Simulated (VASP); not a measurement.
Runs of VASP 6.6.1 on ZrN. The structure is that of space group Fm-3m (No. 225), or close to it. The cells are those of the table. 

| task | cell | k mesh | cutoff (eV) | k mesh for the DOS | occupations for the DOS | gap on the mesh (eV) | pressure (GPa) |
| --- | --- | --- | --- | --- | --- | --- | --- |
| single point | a = 3.281 Å, angles 60.0°, 2 atoms | 20 × 20 × 20 | 600 | - | - | none | -6.8 |
| single point | a = 3.230 Å, angles 60.0°, 2 atoms | 6 × 6 × 6 | 600 | - | - | none | (b) |
| single point | a = 3.249 Å, angles 60.0°, 2 atoms | 20 × 20 × 20 | 600 | - | - | none | 0.1 |
| single point | a = 3.183 Å, angles 60.0°, 2 atoms | 20 × 20 × 20 | 600 | - | - | none | 17.8 |
| relaxation of cell and atoms | relaxed from a = 3.230 Å, angles 60.0°, 2 atoms | 6 × 6 × 6 | 600 | - | - | none | 0.0 |
| single point | a = 3.313 Å, angles 60.0°, 2 atoms | 20 × 20 × 20 | 600 | - | - | none | -12.7 |
| single point | a = 3.216 Å, angles 60.0°, 2 atoms | 20 × 20 × 20 | 600 | - | - | none | 8.3 |
| single point | a = 3.148 Å, angles 60.0°, 2 atoms | 20 × 20 × 20 | 600 | - | - | none | (a) |
| single point | a = 3.354 Å, angles 60.0°, 2 atoms | 20 × 20 × 20 | 600 | - | - | none | -19.2 |
| single point | a = 3.248 Å, angles 60.0°, 2 atoms | 6 × 6 × 6 | 600 | - | - | none | 0.1 |
| single point | a = 3.113 Å, angles 60.0°, 2 atoms | 20 × 20 × 20 | 600 | - | - | none | 42.2 |

Alike in all rows: level PBE; potentials or basis VASP PAW PBE potentials, release 64 (Zr_sv, N); no spin polarisation; smearing gaussian 0.1 eV.

**Question.** Fill in the values left out.

**Answer.** (a) 29.0; (b) 4.4.

Caveats: some runs use coarse meshes.

A k mesh can miss the band edges, and the runs leave out spin-orbit coupling on Zr.

A gap of «none» marks levels without a gap at the run's occupations.
